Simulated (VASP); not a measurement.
# W in VASP: single point with PBEsol

Aim: the single point of W with PBEsol.

Everything below comes from runs of VASP 6.6.1. Logs are shortened: lines on timing, memory, paths and dates and some standing lists are left out, and cuts for length are marked.

**1. The cell of the first run**

The cell holds a slab with vacuum, 14 atoms: a = 4.461 Å, b = 4.461 Å, c = 27.837 Å, α = 90.00°, β = 90.00°, γ = 60.00°.

**2. Single point, PBEsol**

INCAR reads:

```
PREC = Accurate ; ENCUT = 520
EDIFF = 1E-7 ; ISMEAR = 1
SIGMA = 0.1 ; LREAL = F
LASPH = T ; NELM = 100
ALGO = Normal ; ISIF = 2
LWAVE = F ; LCHARG = F
LDIPOL = T ; IDIPOL = 3
DIPOL = 0.5 0.5 0.500 ; GGA = PS
NBANDS = 111
```

KPOINTS reads:

```
Automatic mesh
0
Gamma
  9 9 1
```

POSCAR reads:

```
W
1.0
    4.4608020640      0.0000000000      0.0000000000
    2.2304010320      3.8631679090      0.0000000000
    0.0000000000      0.0000000000     27.8372463100
W
14
Direct
    0.6666666667      0.6666666667      0.2873847474
    0.0000000000      0.0000000000      0.3200947863
    0.3333333333      0.3333333333      0.3528048251
    0.6666666667      0.6666666667      0.3855148640
    0.0000000000      0.0000000000      0.4182249029
    0.3333333333      0.3333333333      0.4509349417
    0.6666666667      0.6666666667      0.4836449806
    0.0000000000      0.0000000000      0.5163550194
    0.3333333333      0.3333333333      0.5490650583
    0.6666666667      0.6666666667      0.5817750971
    0.0000000000      0.0000000000      0.6144851360
    0.3333333333      0.3333333333      0.6471951749
    0.6666666667      0.6666666667      0.6799052137
    0.0000000000      0.0000000000      0.7126152526
```

Potentials or basis: VASP PAW PBE potentials, release 64 (W_sv).

Command:

```sh
cat potpaw_PBE.64/W_sv/POTCAR > POTCAR
mpirun -np 1 vasp_std > vasp.out
```

OUTCAR:

```text
PREC = Accurate
   ENCUT = 520
   EDIFF = 1E-7
   ISMEAR = 1
   LREAL = F
   LASPH = T
   NELM = 100
   ISIF = 2
   GGA = PS

 ion  position               nearest neighbor table
   1  0.667  0.667  0.287-   2 2.73   2 2.73   2 2.73   4 2.73   3 3.15   3 3.15   3 3.15
   2  0.000  0.000  0.320-   3 2.73   3 2.73   3 2.73   1 2.73   1 2.73   1 2.73   5 2.73   4 3.15
                             4 3.15   4 3.15
   3  0.333  0.333  0.353-   2 2.73   2 2.73   2 2.73   4 2.73   4 2.73   4 2.73   6 2.73   1 3.15
                             1 3.15   1 3.15   5 3.15   5 3.15   5 3.15
   4  0.667  0.667  0.386-   3 2.73   5 2.73   3 2.73   5 2.73   5 2.73   3 2.73   7 2.73   1 2.73
                             6 3.15   2 3.15   6 3.15   2 3.15   2 3.15   6 3.15
   5  0.000  0.000  0.418-   8 2.73   6 2.73   6 2.73   6 2.73   4 2.73   4 2.73   4 2.73   2 2.73
                             7 3.15   7 3.15   7 3.15   3 3.15   3 3.15   3 3.15
   6  0.333  0.333  0.451-   5 2.73   5 2.73   5 2.73   7 2.73   7 2.73   7 2.73   3 2.73   9 2.73
                             4 3.15   8 3.15   4 3.15   8 3.15   8 3.15   4 3.15
   7  0.667  0.667  0.484-  10 2.73   8 2.73   8 2.73   8 2.73   6 2.73   6 2.73   6 2.73   4 2.73
                             5 3.15   9 3.15   9 3.15   5 3.15   5 3.15   9 3.15
   8  0.000  0.000  0.516-   5 2.73   7 2.73   7 2.73   7 2.73   9 2.73   9 2.73   9 2.73  11 2.73
                            10 3.15   6 3.15  10 3.15   6 3.15  10 3.15   6 3.15
   9  0.333  0.333  0.549-  10 2.73  10 2.73  10 2.73   8 2.73   8 2.73   8 2.73  12 2.73   6 2.73
                            11 3.15   7 3.15   7 3.15  11 3.15  11 3.15   7 3.15
  10  0.667  0.667  0.582-   7 2.73   9 2.73   9 2.73   9 2.73  11 2.73  11 2.73  11 2.73  13 2.73
                             8 3.15   8 3.15   8 3.15  12 3.15  12 3.15  12 3.15
  11  0.000  0.000  0.614-  10 2.73  12 2.73  10 2.73  12 2.73  12 2.73  10 2.73   8 2.73  14 2.73
                             9 3.15  13 3.15   9 3.15  13 3.15   9 3.15  13 3.15
  12  0.333  0.333  0.647-  13 2.73  13 2.73  13 2.73  11 2.73  11 2.73  11 2.73   9 2.73  14 3.15
                            14 3.15  14 3.15  10 3.15  10 3.15  10 3.15
  13  0.667  0.667  0.680-  12 2.73  12 2.73  12 2.73  14 2.73  14 2.73  14 2.73  10 2.73  11 3.15
                            11 3.15  11 3.15
  14  0.000  0.000  0.713-  13 2.73  13 2.73  13 2.73  11 2.73  12 3.15  12 3.15  12 3.15

  LATTYP: Found a hexagonal cell.
 ALAT       =     4.4608020643
 C/A-ratio  =     6.2404128022

  Lattice vectors:

 A1 = (  -2.2304010320,  -3.8631679090,   0.0000000000)
 A2 = (   4.4608020640,   0.0000000000,   0.0000000000)
 A3 = (   0.0000000000,   0.0000000000,  27.8372463100)

Analysis of symmetry for initial positions (statically):
=====================================================================
 Subroutine PRICEL returns:
 Original cell was already a primitive cell.

 Routine SETGRP: Setting up the symmetry group for a
 hexagonal supercell.

 Subroutine GETGRP returns: Found 12 space group operations
 (whereof  6 operations were pure point group operations)
 out of a pool of 24 trial point group operations.

The static configuration has the point symmetry C_3v.
 The point group associated with its full space group is D_3d.

Analysis of symmetry for dynamics (positions and initial velocities):
=====================================================================
 Subroutine PRICEL returns:
 Original cell was already a primitive cell.

 Routine SETGRP: Setting up the symmetry group for a
 hexagonal supercell.

 Subroutine GETGRP returns: Found 12 space group operations
 (whereof  6 operations were pure point group operations)
 out of a pool of 24 trial point group operations.

The dynamic configuration has the point symmetry C_3v.
 The point group associated with its full space group is D_3d.

 Subroutine INISYM returns: Found 12 space group operations
 (whereof  6 operations are pure point group operations),
 and found     1 'primitive' translations

----------------------------------------------------------------------------------------

                                     Primitive cell

  volume of cell :     479.7145

  direct lattice vectors                    reciprocal lattice vectors
     4.460802064  0.000000000  0.000000000     0.224174932 -0.129427457  0.000000000
     2.230401032  3.863167909  0.000000000     0.000000000  0.258854915  0.000000000
     0.000000000  0.000000000 27.837246310     0.000000000  0.000000000  0.035923093

  length of vectors
     4.460802064  4.460802064 27.837246310     0.258854915  0.258854915  0.035923093

  position of ions in fractional coordinates (direct lattice)
     0.666666667  0.666666667  0.287384747
     0.000000000  0.000000000  0.320094786
     0.333333333  0.333333333  0.352804825
     0.666666667  0.666666667  0.385514864
     0.000000000  0.000000000  0.418224903
     0.333333333  0.333333333  0.450934942
     0.666666667  0.666666667  0.483644981
     0.000000000  0.000000000  0.516355019
     0.333333333  0.333333333  0.549065058
     0.666666667  0.666666667  0.581775097
     0.000000000  0.000000000  0.614485136
     0.333333333  0.333333333  0.647195175
     0.666666667  0.666666667  0.679905214
     0.000000000  0.000000000  0.712615253

  ion indices of the primitive-cell ions
   primitive index   ion index
                 1           1
                 2           2
                 3           3
                 4           4
                 5           5
                 6           6
                 7           7
                 8           8
                 9           9
                10          10
                11          11
                12          12
                13          13
                14          14

----------------------------------------------------------------------------------------

 KPOINTS: Automatic mesh

Automatic generation of k-mesh.
 Grid dimensions read from file:
 generate k-points for:    9    9    1

 Generating k-lattice:

  Cartesian coordinates                     Fractional coordinates (reciprocal lattice)
     0.024908326 -0.014380829  0.000000000     0.111111111 -0.000000000  0.000000000
     0.000000000  0.028761657  0.000000000     0.000000000  0.111111111  0.000000000
     0.000000000  0.000000000  0.035923093     0.000000000  0.000000000  1.000000000

  Length of vectors
     0.028761657  0.028761657  0.035923093

  Shift w.r.t. Gamma in fractional coordinates (k-lattice)
     0.000000000  0.000000000  0.000000000

 Subroutine IBZKPT returns following result:
 ===========================================

 Found     12 irreducible k-points:

 Following reciprocal coordinates:
            Coordinates               Weight
  0.000000  0.000000  0.000000      1.000000
  0.111111  0.000000  0.000000      6.000000
  0.222222 -0.000000  0.000000      6.000000
  0.333333  0.000000  0.000000      6.000000
  0.444444 -0.000000  0.000000      6.000000
  0.222222  0.111111  0.000000      6.000000
  0.333333  0.111111  0.000000     12.000000
  0.444444  0.111111  0.000000     12.000000
 -0.444444  0.111111  0.000000      6.000000
  0.444444  0.222222  0.000000      6.000000
 -0.444444  0.222222  0.000000     12.000000
 -0.333333  0.333333  0.000000      2.000000
   k-points           NKPTS =     12   k-points in BZ     NKDIM =     12   number of bands    NBANDS=    111
   number of dos      NEDOS =    301   number of ions     NIONS =     14
   total plane-waves  NPLWV = 272160
   dimension x,y,z NGX =    36 NGY =   36 NGZ =  210
   dimension x,y,z NGXF=    72 NGYF=   72 NGZF=  420
   ions per type =              14
   NGX,Y,Z   is equivalent  to a cutoff of  13.42, 13.42, 12.54 a.u.
   NGXF,Y,Z  is equivalent  to a cutoff of  26.83, 26.83, 25.08 a.u.
 SYSTEM =  unknown system
   PREC   = accura    normal or accurate (medium, high low for compatibility)
   ISTART =      0    job   : 0-new  1-cont  2-samecut
   ICHARG =      2    charge: 1-file 2-atom 10-const
   ISPIN  =      1    spin polarized calculation?
   LNONCOLLINEAR =      F non collinear calculations
   LSORBIT =      F    spin-orbit coupling
   LASPH  =      T    aspherical Exc in radial PAW
   ENCUT  =  520.0 eV  38.22 Ry    6.18 a.u.   8.29  8.29 51.76*2*pi/ulx,y,z
   NELM   =    100;   NELMIN=  2; NELMDL= -5     # of ELM steps
   EDIFF  = 0.1E-06   stopping-criterion for ELM
   LREAL  =      F    real-space projection
   EDIFFG = 0.1E-05   stopping-criterion for IOM
   NSW    =      0    number of steps for IOM
   IBRION =     -1    ionic relax: 0-MD 1-quasi-New 2-CG
   NFREE  =      0    steps in history (QN), initial steepest desc. (CG)
   ISIF   =      2    stress and relaxation
   ISYM   =      2    0-nonsym 1-usesym 2-fastsym
   POTIM  = 0.5000    time-step for ionic-motion
   TEBEG  =    0.0;   TEEND  =   0.0 temperature during run
   PSTRESS=    0.0 pullay stress
   NELECT =     196.0000    total number of electrons
   NUPDOWN=      -1.0000    fix difference up-down
   EMIN   =  10.00;   EMAX   =-10.00  energy-range for DOS
   EFERMI =   0.00;   METHOD = LEGACY
   ISMEAR =     1;   SIGMA  =   0.10  broadening in eV -4-tet -1-fermi 0-gaus
   EFERMI_NEDOS =   21; number of points for ismear=-14 and -15
   IALGO  =     38    algorithm
   IMIX   =      4    mixing-type and parameters
     AMIX     =   0.40;   BMIX     =  1.00
     AMIX_MAG =   1.60;   BMIX_MAG =  1.00
  volume/ion in A,a.u.               =      34.27       231.23
  Fermi-wavevector in a.u.,A,eV,Ry     =   1.214785  2.295610 20.078137  1.475701
  Thomas-Fermi vector in A             =   2.350193
   LORBIT       =      0    0 simple, 1 ext, 2 COOP (PROOUT), +10 PAW based schemes
   GGA     = PS    functional components
   LHFCALC =     F    Hartree Fock is set to
   AEXX    =    0.0000 exact exchange contribution
   IVDW    =     0    specifies the selected vdW correction
   LEPSILON=     F    determine dielectric tensor
   LRPA    =     F    only Hartree local field effects (RPA)
 non-spin polarized calculation
 Methfessel and Paxton  Order N= 1 SIGMA  =   0.10
  energy-cutoff  :      520.00
  volume of cell :      479.71
 maximum number of plane-waves:     12967
 NGX is ok and might be reduce to    36
   NGX = 17   NGY = 17   NGZ =103

 dipolmoment           0.000000      0.000000      0.000000 electrons x Angstroem

 number of electron     196.0000013 magnetization

 dipolmoment           0.000000      0.000000     -0.000000 electrons x Angstroem

 Free energy of the ion-electron system (eV)
  ---------------------------------------------------
  ext. energy  EPLUGINS =         0.00000000
  ---------------------------------------------------
  free energy    TOTEN  =      -183.80901183 eV

  energy without entropy =     -183.79744818  energy(sigma->0) =     -183.80515728

 E-fermi :   2.9961     XC(G=0):  -7.2415

 val. band max:        2.9947813754   @ k =   0.4444  -0.0000   0.0000
 cond. band min:       3.0036578206   @ k =   0.4444   0.2222   0.0000
 fundamental gap:      0.0088764452
 Fermi energy:         2.9961143686

 k-point     1 :       0.0000    0.0000    0.0000
  band No.  band energies     occupation
      1     -71.0860      2.00000
      2     -71.0707      2.00000
      3     -71.0238      2.00000
      4     -71.0102      2.00000
      5     -70.9702      2.00000
      6     -70.9309      2.00000
[... 102 lines left out ...]
    109       5.1812      0.00000
    110       5.3724      0.00000
[... 1241 lines left out ...]
    109       4.2705     -0.00000
    110       4.2705     -0.00000
 [bands above 110 left out]

------------------------ aborting loop because EDIFF is reached ----------------------------------------

 vacuum level on the upper side and lower side of the slab       (xc-potential included)        -0.088        -0.088

  FORCE on cell =-STRESS in cart. coord.  units (eV):
  Direction    XX          YY          ZZ          XY          YZ          ZX
  --------------------------------------------------------------------------------------
  -------------------------------------------------------------------------------------
  Total      -13.3731903    -13.3731903    -12.2472885      0.0000000      0.0000000      0.0000000
  in kB      -44.6645330    -44.6645330    -40.9041829      0.0000000      0.0000000      0.0000000
  external PRESSURE =     -43.4110829 kB  Pullay stress =       0.0000000 kB

 VOLUME and BASIS-vectors are now :
 -----------------------------------------------------------------------------
  energy-cutoff  :      520.00
  volume of cell :      479.71
      direct lattice vectors                 reciprocal lattice vectors
     4.460802064  0.000000000  0.000000000     0.224174932 -0.129427457  0.000000000
     2.230401032  3.863167909  0.000000000     0.000000000  0.258854915  0.000000000
     0.000000000  0.000000000 27.837246310     0.000000000  0.000000000  0.035923093

 POSITION                                       TOTAL-FORCE (eV/Angst)
 -----------------------------------------------------------------------------------
      4.46080      2.57545      8.00000         0.000000      0.000000      2.612763
      0.00000      0.00000      8.91056         0.000000      0.000000      0.061109
      2.23040      1.28772      9.82111         0.000000      0.000000     -1.290759
      4.46080      2.57545     10.73167        -0.000000     -0.000000     -1.048088
      0.00000      0.00000     11.64223        -0.000000      0.000000     -0.445294
      2.23040      1.28772     12.55279        -0.000000     -0.000000      0.000864
      4.46080      2.57545     13.46334        -0.000000      0.000000     -0.187012
      0.00000      0.00000     14.37390         0.000000     -0.000000      0.187012
      2.23040      1.28772     15.28446         0.000000      0.000000     -0.000864
      4.46080      2.57545     16.19502         0.000000      0.000000      0.445294
      0.00000      0.00000     17.10557         0.000000      0.000000      1.048088
      2.23040      1.28772     18.01613        -0.000000      0.000000      1.290759
      4.46080      2.57545     18.92669        -0.000000      0.000000     -0.061109
      0.00000      0.00000     19.83725        -0.000000      0.000000     -2.612763
 -----------------------------------------------------------------------------------
    total drift:                               -0.000000     -0.000000     -0.000000

  FREE ENERGIE OF THE ION-ELECTRON SYSTEM (eV)
  ---------------------------------------------------
  free  energy   TOTEN  =      -183.8090118298 eV

  energy  without entropy=     -183.7974481803  energy(sigma->0) =     -183.80515728

 vacuum level on the upper side and lower side of the slab         7.024         7.024
```

Wall time 26 min (1 thread of Intel Xeon 6975P-C (Granite Rapids), shared host); peak memory 0.79 GiB.

What came out:

* Free energy: -183.8090 eV
* Largest force: 2.613 eV/Å
* Band gap on the k mesh: zero (bands 98 and 99 overlap by 0.18 eV)

Forces on the atoms (eV/Å):
```
W    0.000  0.000  2.613
W    0.000  0.000  0.061
W    0.000  0.000 -1.291
W    0.000  0.000 -1.048
W    0.000  0.000 -0.445
W    0.000  0.000  0.001
W    0.000  0.000 -0.187
W    0.000  0.000  0.187
W    0.000  0.000 -0.001
W    0.000  0.000  0.445
W    0.000  0.000  1.048
W    0.000  0.000  1.291
W    0.000  0.000 -0.061
W    0.000  0.000 -2.613
```

Caveat: the PAW data sets were made with another functional, which shifts forces and pressure a little; spin-orbit coupling is left out, which moves the levels of the heavy elements.
